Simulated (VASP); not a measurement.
Here is a VASP 6.6.1 calculation.

INCAR

```
SYSTEM = Mo
ALGO = Fast
EDIFF = 1E-7
ENCUT = 520
GGA = PS
ISIF = 2
ISMEAR = 0
LASPH = .True.
LCHARG = .False.
LREAL = .False.
LWAVE = .False.
NBANDS = 36
NELM = 80
PREC = Accurate
SIGMA = 0.1
```

The input KPOINTS:

```
k-points
0
Gamma
  12 12 10
  0 0 0
```

File POSCAR:

```
Mo
1.0
    4.2131082415      0.0000000000      0.0000000000
   -2.1065541208      3.6486587660      0.0000000000
    0.0000000000      0.0000000000      4.8679213487
Mo
4
Direct
    0.0000000000      0.0000000000      0.2500000000
    0.0000000000      0.0000000000      0.7500000000
    0.3333333333      0.6666666667      0.7500000000
    0.6666666667      0.3333333333      0.2500000000
```

Potentials or basis: VASP PAW PBE potentials, release 64 (Mo_sv).

Command:

```bash
$ cat potpaw_PBE.64/Mo_sv/POTCAR > POTCAR
$ mpirun -np 1 vasp_std > vasp.out
```

Problem. Predict the pressure.

Solution. 0.7 GPa.

Problem. What does it give for the band gap on the k mesh?

Solution. Zero (bands 28 and 29 overlap by 0.59 eV).

Stress tensor (GPa, compression positive):
```
0.70 0.00 0.00
0.00 0.70 0.00
0.00 0.00 0.57
```

Caveat: the PAW data sets were made with another functional, which shifts forces and pressure a little.
